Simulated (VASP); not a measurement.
CsBr: single point with PBEsol

Crystal: CsBr.

```
Cs Br
1.0
     4.21897    0.00000    0.00000
     0.00000    4.21897    0.00000
     0.00000    0.00000    4.21897
Cs Br
1 1
Direct
  0.00000 0.00000 0.00000
  0.50000 0.50000 0.50000
```

```json
{
 "Program": "VASP 6.6.1",
 "Task": "single point",
 "Functional": "PBEsol",
 "Potentials or basis": "VASP PAW PBE potentials, release 64 (Cs_sv, Br)",
 "Cutoff": "500 eV",
 "k mesh": "6 × 6 × 6",
 "Occupations": "gaussian, width 0.01 eV",
 "Spin": "non-collinear spin, zero start, spin-orbit coupling",
 "Starting moments": "[[0.0, 0.0, 0.0], [0.0, 0.0, 0.0]] μB"
}
```

```
Pressure                                              : 0.3 GPa
Net moment                                            : 0.00 μB per cell
Valence electrons inside the program's atomic spheres : Cs 6.57; Br 4.86
```

Moments on the atoms (μB; x, y, z):
```
Cs  0.00 0.00 0.00
Br  0.00 0.00 0.00
```

It took 69 s on 1 thread of Oxide Virtual Turin-like Processor, on a shared host, peak memory 0.3 GiB.

Caveat: the PAW data sets were made with another functional, which shifts forces and pressure a little.
